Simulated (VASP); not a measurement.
# Os (Fm-3m) in VASP: notebook

The runs below take Os through single point, relaxation of cell and atoms, with PBE.

Everything below comes from runs of VASP 6.6.1. Logs are shortened: lines on timing, memory, paths and dates and some standing lists are left out, and cuts for length are marked.

## (1) The cell of the first run

The structure is cubic, space group Fm-3m (No. 225). The conventional cell has a = 3.840 Å, b = 3.840 Å, c = 3.840 Å, α = 90.00°, β = 90.00°, γ = 90.00°. Within 3.6 Å of Os (site symmetry m-3m) lie 12 Os at 2.72 Å.

## (2) Single point, PBE

INCAR reads:

```
PREC = Accurate
ENCUT = 520
EDIFF = 1E-7
ISMEAR = -1
SIGMA = 0.1
LREAL = F
LASPH = T
NELM = 80
ALGO = Normal
ISIF = 2
LWAVE = F
LCHARG = F
GGA = PE
NBANDS = 10
```

KPOINTS reads:

```
Automatic mesh
0
Gamma
  15 15 15
```

POSCAR reads:

```
Os
1.0
    0.0000000000      1.9198645754      1.9198645754
    1.9198645754      0.0000000000      1.9198645754
    1.9198645754      1.9198645754      0.0000000000
Os
1
Direct
    0.0000000000      0.0000000000      0.0000000000
```

Potentials or basis: VASP PAW PBE potentials, release 64 (Os).

Run with:

```
cat potpaw_PBE.64/Os/POTCAR > POTCAR
mpirun -np 1 vasp_std > vasp.out
```

OUTCAR:

```text
PREC = Accurate
   ENCUT = 520
   EDIFF = 1E-7
   ISMEAR = -1
   LREAL = F
   LASPH = T
   NELM = 80
   ISIF = 2
   GGA = PE

 ion  position               nearest neighbor table
   1  0.000  0.000  0.000-

  LATTYP: Found a face centered cubic cell.
 ALAT       =     3.8397291508

  Lattice vectors:

 A1 = (   0.0000000000,   1.9198645754,   1.9198645754)
 A2 = (   1.9198645754,   0.0000000000,   1.9198645754)
 A3 = (   1.9198645754,   1.9198645754,   0.0000000000)

Analysis of symmetry for initial positions (statically):
=====================================================================
 Subroutine PRICEL returns:
 Original cell was already a primitive cell.

 Routine SETGRP: Setting up the symmetry group for a
 face centered cubic supercell.

 Subroutine GETGRP returns: Found 48 space group operations
 (whereof 48 operations were pure point group operations)
 out of a pool of 48 trial point group operations.

The static configuration has the point symmetry O_h .

Analysis of symmetry for dynamics (positions and initial velocities):
=====================================================================
 Subroutine PRICEL returns:
 Original cell was already a primitive cell.

 Routine SETGRP: Setting up the symmetry group for a
 face centered cubic supercell.

 Subroutine GETGRP returns: Found 48 space group operations
 (whereof 48 operations were pure point group operations)
 out of a pool of 48 trial point group operations.

The dynamic configuration has the point symmetry O_h .

 Subroutine INISYM returns: Found 48 space group operations
 (whereof 48 operations are pure point group operations),
 and found     1 'primitive' translations

----------------------------------------------------------------------------------------

                                     Primitive cell

  volume of cell :      14.1528

  direct lattice vectors                    reciprocal lattice vectors
     0.000000000  1.919864575  1.919864575    -0.260435036  0.260435036  0.260435036
     1.919864575  0.000000000  1.919864575     0.260435036 -0.260435036  0.260435036
     1.919864575  1.919864575  0.000000000     0.260435036  0.260435036 -0.260435036

  length of vectors
     2.715098520  2.715098520  2.715098520     0.451086715  0.451086715  0.451086715

  position of ions in fractional coordinates (direct lattice)
     0.000000000  0.000000000  0.000000000

  ion indices of the primitive-cell ions
   primitive index   ion index
                 1           1

----------------------------------------------------------------------------------------

 KPOINTS: Automatic mesh

Automatic generation of k-mesh.
 Grid dimensions read from file:
 generate k-points for:   15   15   15

 Generating k-lattice:

  Cartesian coordinates                     Fractional coordinates (reciprocal lattice)
    -0.017362336  0.017362336  0.017362336     0.066666667  0.000000000  0.000000000
     0.017362336 -0.017362336  0.017362336     0.000000000  0.066666667  0.000000000
     0.017362336  0.017362336 -0.017362336     0.000000000  0.000000000  0.066666667

  Length of vectors
     0.030072448  0.030072448  0.030072448

  Shift w.r.t. Gamma in fractional coordinates (k-lattice)
     0.000000000  0.000000000  0.000000000

 Subroutine IBZKPT returns following result:
 ===========================================

 Found    120 irreducible k-points:

 Following reciprocal coordinates:
            Coordinates               Weight
  0.000000  0.000000  0.000000      1.000000
  0.066667  0.000000  0.000000      8.000000
  0.133333  0.000000  0.000000      8.000000
  0.200000  0.000000  0.000000      8.000000
  0.266667  0.000000  0.000000      8.000000
  0.333333  0.000000  0.000000      8.000000
[... 16 lines left out ...]
  0.133333  0.133333  0.000000      6.000000
  0.200000  0.133333  0.000000     24.000000
 [... further k-points ...]
   k-points           NKPTS =    120   k-points in BZ     NKDIM =    120   number of bands    NBANDS=     10
   number of dos      NEDOS =    301   number of ions     NIONS =      1
   total plane-waves  NPLWV =   8000
   dimension x,y,z NGX =    20 NGY =   20 NGZ =   20
   dimension x,y,z NGXF=    40 NGYF=   40 NGZF=   40
   ions per type =               1
   NGX,Y,Z   is equivalent  to a cutoff of  12.25, 12.25, 12.25 a.u.
   NGXF,Y,Z  is equivalent  to a cutoff of  24.49, 24.49, 24.49 a.u.
 SYSTEM =  unknown system
   PREC   = accura    normal or accurate (medium, high low for compatibility)
   ISTART =      0    job   : 0-new  1-cont  2-samecut
   ICHARG =      2    charge: 1-file 2-atom 10-const
   ISPIN  =      1    spin polarized calculation?
   LNONCOLLINEAR =      F non collinear calculations
   LSORBIT =      F    spin-orbit coupling
   LASPH  =      T    aspherical Exc in radial PAW
   ENCUT  =  520.0 eV  38.22 Ry    6.18 a.u.   5.05  5.05  5.05*2*pi/ulx,y,z
   NELM   =     80;   NELMIN=  2; NELMDL= -5     # of ELM steps
   EDIFF  = 0.1E-06   stopping-criterion for ELM
   LREAL  =      F    real-space projection
   EDIFFG = 0.1E-05   stopping-criterion for IOM
   NSW    =      0    number of steps for IOM
   IBRION =     -1    ionic relax: 0-MD 1-quasi-New 2-CG
   NFREE  =      0    steps in history (QN), initial steepest desc. (CG)
   ISIF   =      2    stress and relaxation
   ISYM   =      2    0-nonsym 1-usesym 2-fastsym
   POTIM  = 0.5000    time-step for ionic-motion
   TEBEG  =    0.0;   TEEND  =   0.0 temperature during run
   PSTRESS=    0.0 pullay stress
   NELECT =       8.0000    total number of electrons
   NUPDOWN=      -1.0000    fix difference up-down
   EMIN   =  10.00;   EMAX   =-10.00  energy-range for DOS
   EFERMI =   0.00;   METHOD = LEGACY
   ISMEAR =    -1;   SIGMA  =   0.10  broadening in eV -4-tet -1-fermi 0-gaus
   EFERMI_NEDOS =   21; number of points for ismear=-14 and -15
   IALGO  =     38    algorithm
   IMIX   =      4    mixing-type and parameters
     AMIX     =   0.40;   BMIX     =  1.00
     AMIX_MAG =   1.60;   BMIX_MAG =  1.00
  volume/ion in A,a.u.               =      14.15        95.51
  Fermi-wavevector in a.u.,A,eV,Ry     =   1.353602  2.557936 24.929106  1.832238
  Thomas-Fermi vector in A             =   2.480843
   LORBIT       =      0    0 simple, 1 ext, 2 COOP (PROOUT), +10 PAW based schemes
   GGA     = PE    functional components
   LHFCALC =     F    Hartree Fock is set to
   AEXX    =    0.0000 exact exchange contribution
   IVDW    =     0    specifies the selected vdW correction
   LEPSILON=     F    determine dielectric tensor
   LRPA    =     F    only Hartree local field effects (RPA)
 non-spin polarized calculation
  energy-cutoff  :      520.00
  volume of cell :       14.15
 maximum number of plane-waves:       390
   NGX =  9   NGY =  9   NGZ =  9

 number of electron       8.0000000 magnetization

 Free energy of the ion-electron system (eV)
  ---------------------------------------------------
  ext. energy  EPLUGINS =         0.00000000
  ---------------------------------------------------
  free energy    TOTEN  =       -11.12900473 eV

  energy without entropy =      -11.10741127  energy(sigma->0) =      -11.11820800

 E-fermi :   9.1722     XC(G=0): -13.9883

 val. band max:        9.1567346808   @ k =   0.0667   0.0000   0.0000
 cond. band min:       9.1744122156   @ k =  -0.4000   0.3333   0.0000
 fundamental gap:      0.0176775349
 Fermi energy:         9.1722349374

 k-point     1 :       0.0000    0.0000    0.0000
  band No.  band energies     occupation
      1      -1.5483      2.00000
      2       6.2246      2.00000
      3       6.2246      2.00000
      4       6.2246      2.00000
      5       9.2240      0.74664
      6       9.2240      0.74664
      7      23.4321      0.00000
      8      29.1844      0.00000
      9      29.1844      0.00000
     10      29.1844      0.00000

 k-point     2 :       0.0667    0.0000    0.0000
  band No.  band energies     occupation
      1      -1.3427      2.00000
      2       6.1002      2.00000
      3       6.3177      2.00000
      4       6.3177      2.00000
      5       9.1567      1.07735
      6       9.1567      1.07735
      7      23.8144      0.00000
      8      28.1613      0.00000
      9      29.5486      0.00000
     10      29.5486      0.00000

 k-point     3 :       0.1333    0.0000    0.0000
  band No.  band energies     occupation
      1      -0.7593      2.00000
      2       5.8045      2.00000
      3       6.5429      2.00000
      4       6.5429      2.00000
      5       9.0349      1.59593
      6       9.0349      1.59593
      7      24.7956      0.00000
      8      26.4486      0.00000
      9      30.5967      0.00000
     10      30.5967      0.00000

 k-point     4 :       0.2000    0.0000    0.0000
  band No.  band energies     occupation
      1       0.0830      2.00000
      2       5.5448      2.00000
      3       6.7174      2.00000
      4       6.7174      2.00000
      5       9.0927      1.37817
      6       9.0927      1.37816
      7      24.4715      0.00000
      8      26.3161      0.00000
      9      32.2051      0.00000
     10      32.2051      0.00000

 k-point     5 :       0.2667    0.0000    0.0000
  band No.  band energies     occupation
      1       0.9241      2.00000
      2       5.6394      2.00000
      3       6.6553      2.00000
      4       6.6553      2.00000
      5       9.5475      0.04585
      6       9.5475      0.04585
      7      22.9227      0.00000
      8      26.5727      0.00000
      9      33.8133      0.00000
     10      34.0031      0.00000

 k-point     6 :       0.3333    0.0000    0.0000
  band No.  band energies     occupation
      1       1.4304      2.00000
      2       6.3985      2.00000
      3       6.4326      2.00000
      4       6.4326      2.00000
      5      10.2934      0.00003
      6      10.2934      0.00003
      7      21.3384      0.00000
      8      25.1853      0.00000
      9      32.6399      0.00000
     10      32.6399      0.00000

 k-point     7 :       0.4000    0.0000    0.0000
  band No.  band energies     occupation
      1       1.5734      2.00000
      2       6.2118      2.00000
      3       6.2118      2.00000
      4       7.6798      2.00000
      5      11.0507      0.00000
      6      11.0507      0.00000
      7      19.6263      0.00000
      8      23.7491      0.00000
      9      30.6899      0.00000
     10      30.6899      0.00000

 k-point     8 :       0.4667    0.0000    0.0000
  band No.  band energies     occupation
      1       1.5770      2.00000
      2       6.0837      2.00000
      3       6.0837      2.00000
      4       8.7807      1.96093
      5      11.5344      0.00000
      6      11.5344      0.00000
      7      18.2676      0.00000
      8      23.0472      0.00000
      9      29.5961      0.00000
     10      29.5961      0.00000

 k-point     9 :       0.0667    0.0667    0.0000
  band No.  band energies     occupation
      1      -1.2738      2.00000
      2       5.9923      2.00000
      3       6.3870      2.00000
      4       6.3870      2.00000
      5       8.9490      1.80620
      6       9.3106      0.40077
      7      23.9464      0.00000
      8      28.4247      0.00000
      9      29.3364      0.00000
     10      29.3364      0.00000
[... 118 lines left out ...]
 k-point    19 :      -0.2667    0.0667    0.0000
  band No.  band energies     occupation
      1       1.3244      2.00000
      2       5.5990      2.00000
      3       6.5221      2.00000
      4       6.7215      2.00000
      5       9.2300      0.71884
      6      10.4928      0.00000
      7      22.6280      0.00000
      8      26.3976      0.00000
      9      31.6482      0.00000
     10      32.8780      0.00000

 k-point    20 :      -0.2000    0.0667    0.0000
  band No.  band energies     occupation
      1       0.5530      2.00000
      2       5.3551      2.00000
      3       6.7250      2.00000
      4       6.8725      2.00000
      5       8.6524      1.98901
      6       9.7807      0.00455
      7      24.1969      0.00000
      8      26.7966      0.00000
      9      31.2707      0.00000
     10      33.3245      0.00000

 k-point    21 :      -0.1333    0.0667    0.0000
  band No.  band energies     occupation
      1      -0.3272      2.00000
      2       5.5584      2.00000
      3       6.7100      2.00000
      4       6.7175      2.00000
      5       8.6071      1.99300
      6       9.3833      0.21611
      7      25.4099      0.00000
      8      26.0250      0.00000
      9      30.1385      0.00000
     10      31.9632      0.00000

 k-point    22 :      -0.0667    0.0667    0.0000
  band No.  band energies     occupation
      1      -1.0095      2.00000
      2       5.8827      2.00000
      3       6.4489      2.00000
      4       6.5065      2.00000
      5       8.8795      1.89832
      6       9.2541      0.61226
      7      24.4168      0.00000
      8      27.3080      0.00000
      9      29.4796      0.00000
     10      30.4503      0.00000

 k-point    23 :       0.1333    0.1333    0.0000
  band No.  band energies     occupation
      1      -0.4896      2.00000
      2       5.3875      2.00000
      3       6.8695      2.00000
      4       6.8695      2.00000
      5       8.2313      1.99984
      6       9.5616      0.03993
      7      25.3843      0.00000
      8      27.5857      0.00000
      9      29.6217      0.00000
     10      29.6217      0.00000

 k-point    24 :       0.2000    0.1333    0.0000
  band No.  band energies     occupation
      1       0.1616      2.00000
      2       5.0276      2.00000
      3       7.0630      2.00000
      4       7.1854      2.00000
      5       8.0232      1.99998
      6       9.7418      0.00670
      7      26.3947      0.00000
      8      26.6678      0.00000
      9      29.9133      0.00000
     10      30.4338      0.00000

 [... further k-points ...]
[... 5 lines left out ...]
  --------------------------------------------------------------------------------------
  -------------------------------------------------------------------------------------
  Total        0.4459196      0.4459196      0.4459196     -0.0000000      0.0000000      0.0000000
  in kB       50.4806949     50.4806949     50.4806949     -0.0000000      0.0000000      0.0000000
  external PRESSURE =      50.4806949 kB  Pullay stress =       0.0000000 kB

 VOLUME and BASIS-vectors are now :
 -----------------------------------------------------------------------------
  energy-cutoff  :      520.00
  volume of cell :       14.15
      direct lattice vectors                 reciprocal lattice vectors
     0.000000000  1.919864575  1.919864575    -0.260435036  0.260435036  0.260435036
     1.919864575  0.000000000  1.919864575     0.260435036 -0.260435036  0.260435036
     1.919864575  1.919864575  0.000000000     0.260435036  0.260435036 -0.260435036

 POSITION                                       TOTAL-FORCE (eV/Angst)
 -----------------------------------------------------------------------------------
      0.00000      0.00000      0.00000         0.000000      0.000000      0.000000
 -----------------------------------------------------------------------------------
    total drift:                                0.000000      0.000000     -0.000000

  FREE ENERGIE OF THE ION-ELECTRON SYSTEM (eV)
  ---------------------------------------------------
  free  energy   TOTEN  =       -11.1290047327 eV

  energy  without entropy=      -11.1074112662  energy(sigma->0) =      -11.11820800
```

It took 8.9 s on 1 thread of Intel Xeon Platinum 8488C (Sapphire Rapids), shared host; peak memory 0.13 GiB.

What came out:

```yaml
Free_energy: -11.1290 eV
Pressure: 5.0 GPa
Band_gap_on_the_k_mesh: zero (band 4 reaches 11.53 eV, above the bottom of band 5 at 7.66 eV)
```

Levels at points of the mesh, in eV from the Fermi level:
```
           k point  band 1  band 2  band 3  band 4  band 5  band 6  band 7  band 8  band 9
(0.00, 0.00, 0.00)  -10.72   -2.95   -2.95   -2.95    0.05    0.05   14.26   20.01   20.01
```

Caveat: spin-orbit coupling is left out, which moves the levels of the heavy elements.

[end of part 1 of 2]
